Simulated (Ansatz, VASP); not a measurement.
Two plane-wave programs on SiC

INCAR

```
  ALGO = Normal
  EDIFF = 1E-6
  ENCUT = 520
  GGA = PS
  ISIF = 2
  ISMEAR = 0
  LASPH = T
  LCHARG = T
  LELF = T
  LREAL = F
  LVHAR = T
  LWAVE = F
  NBANDS = 11
  NELM = 60
  PREC = Accurate
  SIGMA = 0.05
```

The input KPOINTS:

```
k-points
0
Gamma
  12 12 12
```

The input POSCAR:

```
SiC
1.0
    0.0000000000      2.0000800000      2.1740000000
    2.0000800000      0.0000000000      2.1740000000
    2.0000800000      2.0000800000      0.0000000000
Si C
1 1
Direct
    0.0000000000      0.0000000000      0.0000000000
    0.7500000000      0.7500000000      0.7500000000
```

Input for Ansatz:

```yaml
crystal:
  lattice:
    - [0.0, 2.00008, 2.174]
    - [2.00008, 0.0, 2.174]
    - [2.00008, 2.00008, 0.0]
  atoms:
    - { symbol: Si, position: [0.0, 0.0, 0.0] }
    - { symbol: C, position: [0.75, 0.75, 0.75] }
basis:
  ecutwfc: 420
kpoints:
  mp_grid: { grid: [12, 12, 12] }
hamiltonian:
  xc: pbesol
scf:
  occupations: { method: gaussian, width: 0.05 }
output:
  forces: true
  stress: true
  eigenvalues: true
```

Change from the starting cell: strain -0.080 along x and y, +0.000 along z, atoms carried along.

Alike in both runs: task single point; functional PBEsol; k mesh 12 × 12 × 12; occupations gaussian, width 0.05 eV; no spin polarisation.

|  | VASP | Ansatz |
| --- | --- | --- |
| version | VASP 6.6.1 | Ansatz 0.2.0 |
| potentials or method | VASP PAW PBE potentials, release 64 (Si, C), cutoff 520 eV | scalar-relativistic, plane waves, PAW |
| valence electrons in the cell | 8 | 8 |

|  | VASP | Ansatz | Ansatz less VASP |
| --- | --- | --- | --- |
| gap on the k mesh at the Fermi level (eV) | 0.53 | 0.54 | +0.013 |
| least direct gap on the mesh (eV) | 4.51 | 4.52 | +0.016 |
| pressure (GPa) | 52.9 | 52.4 | -0.52 |
| traceless stress, the component that is largest in VASP (GPa) | -17.08 | -17.08 | -0.004 |

VASP's potentials were made for PBE, not for PBEsol. Both programs put the cell under a high pressure, so it lies far from rest at this level.
